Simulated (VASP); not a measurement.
# TiAl: single point with LDA

TiAl:

```
Ti Al
1.0
     3.01800    0.00000    0.00000
     0.00000    3.01800    0.00000
     0.00000    0.00000    3.01800
Ti Al
1 1
Direct
  0.50000 0.50000 0.50000
  0.00000 0.00000 0.00000
```

| Item | Value |
| --- | --- |
| Program | VASP 6.6.1 |
| Task | single point |
| Functional | LDA |
| Potentials or basis | VASP PAW LDA potentials, release 64 (Ti_sv, Al) |
| Cutoff | 520 eV |
| k mesh | 8 × 8 × 8 |
| Occupations | methfessel-paxton, width 0.1 eV |
| Spin | no spin polarisation |
| Dipole correction | no |
| Further INCAR settings | ALGO = Normal; EDIFF = 1e-06; NBANDS = 14 |

* Pressure: 16.1 GPa

Levels at points of the mesh, in eV from the Fermi level:
```tsv
k point	band 4	band 5	band 6	band 7	band 8	band 9	band 10	band 11
(0.00, 0.00, 0.00)	-32.44	-9.87	-1.82	-1.82	2.13	2.13	2.13	5.24
(0.50, 0.00, 0.00)	-32.41	-6.13	-5.57	-0.72	0.15	0.15	2.40	3.72
(0.50, 0.50, 0.00)	-32.38	-5.46	-2.01	-2.01	-1.64	0.75	0.75	3.37
(0.50, 0.50, 0.50)	-32.66	-3.59	-3.59	-3.59	1.54	3.45	3.45	3.50
```

Wall time 9.7 s on 1 thread of Intel(R) Xeon(R) Platinum 8375C CPU @ 2.90GHz (Ice Lake), with other jobs on the host, peak memory 0.13 GiB.
